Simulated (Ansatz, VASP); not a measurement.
MoS2: VASP beside Ansatz

INCAR

```
SYSTEM = MoS2
PREC = Accurate
ENCUT = 520
EDIFF = 1E-7
ISMEAR = 0
SIGMA = 0.02
LREAL = .FALSE.
LASPH = .TRUE.
NELM = 60
ALGO = Normal
ISIF = 2
LWAVE = .FALSE.
LCHARG = .FALSE.
GGA = PE
IVDW = 12
NBANDS = 35
```

File KPOINTS:

```
regular mesh
0
G
  12 12 4
  0 0 0
```

The input POSCAR:

```
MoS2
1.0
    3.2123051037      0.0000000000      0.0000000000
   -1.6061525518      2.7819378245      0.0000000000
    0.0000000000      0.0000000000     12.3355115033
Mo S
2 4
Direct
    0.6666666667      0.3333333333      0.2495915180
    0.3333333333      0.6666666667      0.7504084820
    0.3333333333      0.6666666667      0.3751243153
    0.6666666667      0.3333333333      0.8759318888
    0.3333333333      0.6666666667      0.1240681112
    0.6666666667      0.3333333333      0.6248756847
```

Input for Ansatz:

```yaml
crystal:
  lattice:
    - [3.2123051037, 0.0, 0.0]
    - [-1.6061525518, 2.7819378245, 0.0]
    - [0.0, 0.0, 12.3355115033]
  atoms:
    - { symbol: Mo, position: [0.6666666667, 0.3333333333, 0.249591518] }
    - { symbol: Mo, position: [0.3333333333, 0.6666666667, 0.750408482] }
    - { symbol: S, position: [0.3333333333, 0.6666666667, 0.3751243153] }
    - { symbol: S, position: [0.6666666667, 0.3333333333, 0.8759318888] }
    - { symbol: S, position: [0.3333333333, 0.6666666667, 0.1240681112] }
    - { symbol: S, position: [0.6666666667, 0.3333333333, 0.6248756847] }
basis:
  ecutwfc: 420
kpoints:
  mp_grid: { grid: [12, 12, 4] }
  band_path: { path: [VBM, CBM], npoints: 2 }
hamiltonian:
  xc: pbe
  dispersion: d3bj
scf:
  occupations: { method: gaussian, width: 0.02 }
output:
  forces: true
  stress: true
  eigenvalues: true
checkpoint:
  read: start.run
  write: ck
  compress: false
  write_wavefunctions: false
  write_every: 100000
```

Alike in both runs: task single point; functional PBE; dispersion D3(BJ); k mesh 12 × 12 × 4; occupations gaussian, width 0.02 eV; no spin polarisation.

```csv
,VASP,Ansatz
version,VASP 6.6.1,Ansatz 0.2.0
potentials or method,"VASP PAW PBE potentials, release 64 (Mo_sv, S), cutoff 520 eV","scalar-relativistic, plane waves, PAW"
valence electrons in the cell,52,52
```

|  | VASP | Ansatz | Ansatz less VASP |
| --- | --- | --- | --- |
| gap on the k mesh at the Fermi level (eV) | 0.80 | 0.78 | -0.018 |
| least direct gap on the mesh (eV) | 1.51 | 1.51 | -0.004 |
| pressure (GPa) | -4.1 | -4.0 | +0.12 |
| traceless stress, the component that is largest in VASP (GPa) | 2.68 | 2.71 | +0.033 |
| rms of the force components (eV/Å) | 0.006 | 0.001 | -0.0050 |

Atom by atom the forces differ by 0.006 eV/Å (rms over components).
